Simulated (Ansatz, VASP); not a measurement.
**Ba3H8 in VASP and in Ansatz**

File INCAR:

```
  PREC = Accurate
  ENCUT = 500
  EDIFF = 1E-7
  ISMEAR = 0
  SIGMA = 0.1
  LREAL = False
  LASPH = True
  NELM = 120
  ALGO = Normal
  ISIF = 3
  LWAVE = False
  LCHARG = False
  GGA = PE
  IBRION = 2
  NSW = 90
  EDIFFG = -0.04
  GGA_COMPAT = False
  NELMIN = 4
```

File KPOINTS:

```
Automatic mesh
0
Gamma
  4 4 4
```

File POSCAR:

```
Ba3H8
1.0
    0.0000000000      4.4083274500      4.4083274500
    4.4083274500      0.0000000000      4.4083274500
    4.4083274500      4.4083274500      0.0000000000
Ba H
3 8
Direct
    0.2500000000      0.2500000000      0.2500000000
    0.7500000000      0.7500000000      0.7500000000
    0.0000000000      0.0000000000      0.0000000000
    0.3984353500      0.3984353500      0.3984353500
    0.3984353500      0.3984353500      0.8046939600
    0.3984353500      0.8046939600      0.3984353500
    0.8046939600      0.3984353500      0.3984353500
    0.6015646500      0.6015646500      0.1953060400
    0.6015646500      0.6015646500      0.6015646500
    0.6015646500      0.1953060400      0.6015646500
    0.1953060400      0.6015646500      0.6015646500
```

Input for Ansatz:

```yaml
crystal:
  lattice:
    - [0.0, 4.40832745, 4.40832745]
    - [4.40832745, 0.0, 4.40832745]
    - [4.40832745, 4.40832745, 0.0]
  atoms:
    - { symbol: Ba, position: [0.25, 0.25, 0.25] }
    - { symbol: Ba, position: [0.75, 0.75, 0.75] }
    - { symbol: Ba, position: [0.0, 0.0, 0.0] }
    - { symbol: H, position: [0.39843535, 0.39843535, 0.39843535] }
    - { symbol: H, position: [0.39843535, 0.39843535, 0.80469396] }
    - { symbol: H, position: [0.39843535, 0.80469396, 0.39843535] }
    - { symbol: H, position: [0.80469396, 0.39843535, 0.39843535] }
    - { symbol: H, position: [0.60156465, 0.60156465, 0.19530604] }
    - { symbol: H, position: [0.60156465, 0.60156465, 0.60156465] }
    - { symbol: H, position: [0.60156465, 0.19530604, 0.60156465] }
    - { symbol: H, position: [0.19530604, 0.60156465, 0.60156465] }
basis:
  ecutwfc: 420
kpoints:
  mp_grid: { grid: [4, 4, 4] }
hamiltonian:
  xc: pbe
scf:
  occupations: { method: gaussian, width: 0.1 }
  lower_state_search: "off"
output:
  forces: true
  stress: true
  eigenvalues: true
relax:
  adjacent_minimum: "off"
  f_tol: 0.04
  max_steps: 70
  cell: { stress_tol: 0.4 }
```

Alike in both runs: task relaxation of cell and atoms; functional PBE; k mesh 4 × 4 × 4; occupations gaussian, width 0.1 eV; no spin polarisation.

|  | VASP | Ansatz |
| --- | --- | --- |
| version | VASP 6.6.1 | Ansatz 0.2.0 |
| potentials or method | VASP PAW PBE potentials, release 64 (Ba_sv, H), cutoff 500 eV | scalar-relativistic, plane waves, PAW |
| valence electrons in the cell | 38 | 38 |

```tsv
	VASP	Ansatz	Ansatz less VASP
gap on the k mesh at the Fermi level, each at its own relaxed structure (eV)	none	none	-
relaxed volume (Å³/atom)	21.87	21.74	-0.132
relaxed cell length with the largest relative difference (Å)	6.981	6.967	-0.0141
```

A gap of «none» marks a metal or a gap that the smearing closes.

Neither program's run includes spin-orbit coupling. Noted on VASP's run: the volume moved by over 15 % at a fixed basis, so the end points are rough.
